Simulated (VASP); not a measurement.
A run of VASP 6.6.1 is set up as follows.

Contents of INCAR:

```
SYSTEM = Se
ALGO     = Normal         ! electronic algorithm
EDIFF    = 1E-6           ! SCF threshold, eV
EDIFFG   = -0.005         ! ionic threshold
ENCUT    = 600            ! plane-wave cutoff, eV
GGA      = PE             ! functional
IBRION   = 2              ! ionic algorithm
ISIF     = 3              ! what is computed and relaxed
ISMEAR   = -1             ! smearing method
LASPH    = .TRUE.         ! aspherical terms in the spheres
LCHARG   = .FALSE.        ! write CHGCAR
LREAL    = .FALSE.        ! projectors in reciprocal space
LWAVE    = .FALSE.        ! write WAVECAR
NELM     = 60             ! most SCF steps
NSW      = 32             ! ionic steps
PREC     = Accurate       ! precision mode
PSTRESS  = 86.0         
SIGMA    = 0.05           ! smearing width, eV
```

Contents of KPOINTS:

```
k-points
0
G
  12 12 12
  0 0 0
```

The input POSCAR:

```
Se
1.0
    0.0000000000      3.0020255039      3.0020255039
    3.0020255039      0.0000000000      3.0020255039
    3.0020255039      3.0020255039      0.0000000000
Se
2
Direct
   -0.1250000000     -0.1250000000     -0.1250000000
    0.1250000000      0.1250000000      0.1250000000
```

Potentials or basis: VASP PAW PBE potentials, release 64 (Se).

Launch:

```sh
$ cat potpaw_PBE.64/Se/POTCAR > POTCAR
$ mpirun -np 1 vasp_std > vasp.out
```

(1) What does it give for the band gap on the k mesh?

(2) What does it give for the relaxed cell?

## Answers

(1) zero (bands 6 and 7 overlap by 1.25 eV).

(2) a = 4.247 Å, b = 4.247 Å, c = 4.247 Å, α = 60.00°, β = 60.00°, γ = 60.00°.

Caveat: the cell is relaxed towards a set pressure, so the run minimises the enthalpy, not the energy.
